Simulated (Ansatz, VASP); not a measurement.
**Bi: VASP beside Ansatz**

Contents of INCAR:

```
SYSTEM = Bi
PREC = Accurate
ENCUT = 520
EDIFF = 1E-6
ISMEAR = 0
SIGMA = 0.15
LREAL = .FALSE.
LASPH = .TRUE.
NELM = 60
ALGO = Normal
ISIF = 2
LWAVE = .FALSE.
LCHARG = .FALSE.
GGA = PS
IVDW = 12
NBANDS = 14
```

The input KPOINTS:

```
Automatic mesh
0
G
  18 18 18
  0 0 0
```

The input POSCAR:

```
Bi
1.0
   -1.8711238443      1.8711238443      1.8711238443
    1.8711238443     -1.8711238443      1.8711238443
    1.8711238443      1.8711238443     -1.8711238443
Bi
1
Direct
    0.0000000000      0.0000000000      0.0000000000
```

Input for Ansatz:

```yaml
crystal:
  lattice:
    - [-1.8711238443, 1.8711238443, 1.8711238443]
    - [1.8711238443, -1.8711238443, 1.8711238443]
    - [1.8711238443, 1.8711238443, -1.8711238443]
  atoms:
    - { symbol: Bi, position: [0.0, 0.0, 0.0] }
basis:
  ecutwfc: 420
kpoints:
  mp_grid: { grid: [18, 18, 18] }
hamiltonian:
  xc: pbesol
  pseudopotentials: { kind: paw }
  dispersion: d3bj
scf:
  occupations: { method: gaussian, width: 0.15 }
output:
  forces: true
  stress: true
  eigenvalues: true
```

Alike in both runs: task single point; functional PBEsol; dispersion D3(BJ); k mesh 18 × 18 × 18; occupations gaussian, width 0.15 eV; no spin polarisation.

|  | VASP | Ansatz |
| --- | --- | --- |
| version | VASP 6.6.1 | Ansatz 0.2.0 |
| potentials or method | VASP PAW PBE potentials, release 64 (Bi_d), cutoff 520 eV | scalar-relativistic, plane waves, PAW |
| valence electrons in the cell | 15 | 15 |

```csv
,VASP,Ansatz,Ansatz less VASP
gap on the k mesh at the Fermi level (eV),none,none,-
pressure (GPa),7.0,7.0,+0.05
```

VASP's potentials were made for PBE, not for PBEsol. A gap of «none» marks a metal or a gap that the smearing closes.

Neither program's run includes spin-orbit coupling.
